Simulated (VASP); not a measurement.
Crystal: CoO.

```
Co O
1.0
    -1.50800    1.50800    2.10725
     1.50800   -1.50800    2.10725
     1.50800    1.50800   -2.10725
Co O
1 1
Direct
  0.00000 0.00000 0.00000
  0.50000 0.50000 0.00000
```

Base run:

```yaml
Program: VASP 6.6.1
Functional: PBEsol
Potentials_or_basis: VASP PAW PBE potentials, release 64 (Co, O)
Cutoff: 520 eV
k_mesh: 9 × 9 × 9
Occupations: gaussian, width 0.05 eV
Spin: collinear spin, ferrimagnetic start
Starting_moments: "[1.49, -0.18] μB"
Hubbard_terms: Co d U = 4.0 eV, J = 0.5 eV
```

Its results: pressure -8.8 GPa.

After a change of settings the same cell gave: pressure -28.5 GPa. Which change was it?
A. moments at the start from [1.49, -0.18] to [2.34, -0.02]; fixed moment from none to 2.25 μB
B. spin from collinear spin, ferrimagnetic start to collinear spin, ferromagnetic start; moments at the start from [1.49, -0.18] to [3.0, 0.0]
C. spin from collinear spin, ferrimagnetic start to no spin polarisation; further incar settings from ALGO = Normal; EDIFF = 1e-06; NBANDS = 18 to ALGO = Normal; EDIFF = 1e-06; NBANDS = 14

C.

Caveats: the PAW data sets were made with another functional, which shifts forces and pressure a little; a cell with one magnetic atom can't hold antiferromagnetic order, which such compounds often take (some runs); an odd number of electrons without spin polarisation forces a metal (some runs); a magnetic or distorted state may lie lower (some runs); U without spin polarisation on a metal has little footing (some runs).
